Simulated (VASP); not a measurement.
# Fe: single point with PBE

The system is Fe.

```
CELL_PARAMETERS angstrom
3.70063 0.00000 0.00000
-1.85031 3.20484 0.00000
0.00000 0.00000 2.29807
ATOMIC_POSITIONS crystal
Fe 0.00000 0.00000 0.00000
Fe 0.33333 0.66667 0.50000
Fe 0.66667 0.33333 0.50000
```

This isn't the form of Fe at room conditions, which is bcc.

```yaml
Program: VASP 6.6.1
Task: single point
Functional: PBE
Potentials_or_basis: VASP PAW PBE potentials, release 64 (Fe)
Cutoff: 520 eV
k_mesh: 9 × 9 × 12
Occupations: fermi-dirac, width 0.08 eV
Spin: collinear spin, ferromagnetic start
Starting_moments: "[2.5, 2.5, 2.5] μB"
Dipole_correction: no
Further_INCAR_settings: ALGO = Normal; EDIFF = 1e-06; NBANDS = 23
```

```
Pressure                                              : 53.0 GPa
Net moment                                            : 1.03 μB per cell
Site moments                                          : Fe -0.43, +0.72 (each value once) μB
Valence electrons inside the program's atomic spheres : Fe 7.78, 7.91 (each value once)
```

Levels at points of the mesh, in eV from the Fermi level:
Spin up:
```csv
k point,band 8,band 9,band 10,band 11,band 12,band 13,band 14,band 15,band 16,band 17
"(0.00, 0.00, 0.00)",-2.25,-1.69,-1.69,-1.46,-1.46,-0.96,-0.96,0.98,0.98,8.72
"(0.00, 0.00, 0.50)",-2.09,-2.01,-2.01,0.52,0.52,0.86,0.86,1.53,2.80,3.58
```
Spin down:
```
           k point  band 9  band 10  band 11  band 12  band 13  band 14  band 15  band 16
(0.00, 0.00, 0.00)   -1.50    -1.50    -0.96    -0.96    -0.42    -0.42     1.54     1.54
(0.00, 0.00, 0.50)   -1.16    -1.16     0.52     0.52     1.00     1.00     2.02     2.62
```

Run time: 99 s on 1 thread of AMD EPYC 9R45 96-Core Processor (Zen 5), on a shared host, peak memory 0.17 GiB.

Caveat: the cell stands under pressure.
